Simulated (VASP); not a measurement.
BeCd2S3:

```
Be Cd S
1.0
    -1.92000    5.76000    2.71500
     1.92000   -5.76000    2.71500
     1.92000    5.76000   -2.71500
Be Cd S
1 2 3
Direct
  0.00000 0.00000 0.00000
  0.66700 0.00000 0.66700
  0.33300 0.00000 0.33300
  0.23000 0.73000 0.50000
  0.58300 0.75000 0.83300
  0.91700 0.75000 0.16700
```

* Program: VASP 6.6.1
* Task: relaxation of cell and atoms
* Functional: PBE
* Potentials or basis: VASP PAW PBE potentials, release 64 (Be, Cd, S)
* Cutoff: 600 eV
* k mesh: 4 × 4 × 4
* Occupations: gaussian, width 0.15 eV
* Spin: no spin polarisation

At the start: pressure 10.9 GPa; volume 20.02 Å³/atom.

Where does the relaxation end?

Over 10 steps the energy falls by 263.6 meV/atom and the volume is 21.61 Å³/atom (+8.0 %); space group Imm2 (No. 44, to 0.1 Å) before and after.

Step by step:
| step | energy change (eV) | largest force (eV/Å) | pressure (GPa) | volume (Å³) |
| --- | --- | --- | --- | --- |
| 1 | 0.0000 | 3.1327 | 10.95 | 120.10 |
| 2 | -1.0597 | 1.0470 | -5.06 | 145.47 |
| 3 | -1.1025 | 1.3400 | -3.22 | 140.46 |
| 4 | -1.4296 | 0.8154 | -2.00 | 135.36 |
| 5 | -1.5581 | 0.2465 | 0.10 | 129.87 |
| 6 | -1.5597 | 0.1645 | -0.20 | 130.52 |
| 7 | -1.5598 | 0.1731 | -0.11 | 130.32 |
| 8 | -1.5716 | 0.1537 | 0.03 | 129.82 |
| 9 | -1.5768 | 0.1467 | 0.22 | 129.19 |
| 10 | -1.5817 | 0.0799 | -0.09 | 129.67 |

Final structure:
```
Be Cd S
1.0
    -1.94197    5.89938    2.82972
     1.94197   -5.89938    2.82972
     1.94197    5.89938   -2.82972
Be Cd S
1 2 3
Cartesian
  0.0000 0.0000 5.6167
  1.9420 1.8955 2.7846
  1.9420 -1.8955 2.7846
  1.9420 0.0000 1.0619
  1.9420 4.1586 1.6013
  0.0000 1.7408 4.4310
```

Caveat: the k points lie up to 0.43 Å⁻¹ apart in the final cell; the relaxation stopped at a loose force limit of 0.08 eV/Å, so its end isn't a converged minimum.
